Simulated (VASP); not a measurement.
Runs of VASP 6.6.1 on AlNi. The structure is that of space group Pm-3m (No. 221), or close to it. The cells are those of the table. 

```tsv
cell	k mesh	gap on the mesh (eV)	pressure (GPa)
a = 2.711, b = 2.711, c = 2.712 Å, 2 atoms	16 × 16 × 16	none	40.1
a = 2.810, b = 2.810, c = 2.819 Å, 2 atoms	16 × 16 × 14	none	10.2
a = 2.771, b = 2.771, c = 2.778 Å, 2 atoms	16 × 16 × 14	none	(b)
a = 2.833, b = 2.833, c = 2.843 Å, 2 atoms	16 × 16 × 14	none	(a)
a = 2.870, b = 2.870, c = 2.881 Å, 2 atoms	16 × 16 × 14	none	-2.2
```

Alike in all rows: task single point; level PBEsol; potentials or basis VASP PAW PBE potentials, release 64 (Al, Ni); no spin polarisation; cutoff (eV) 520; smearing gaussian 0.1 eV.

**Question.** Fill in the values left out.

**Answer.** (a) 5.2; (b) 20.1.

Caveats: the PAW data sets were made with another functional, which shifts forces and pressure a little; the cell stands under pressure (at least some runs).

A gap of «none» marks levels without a gap at the run's occupations.
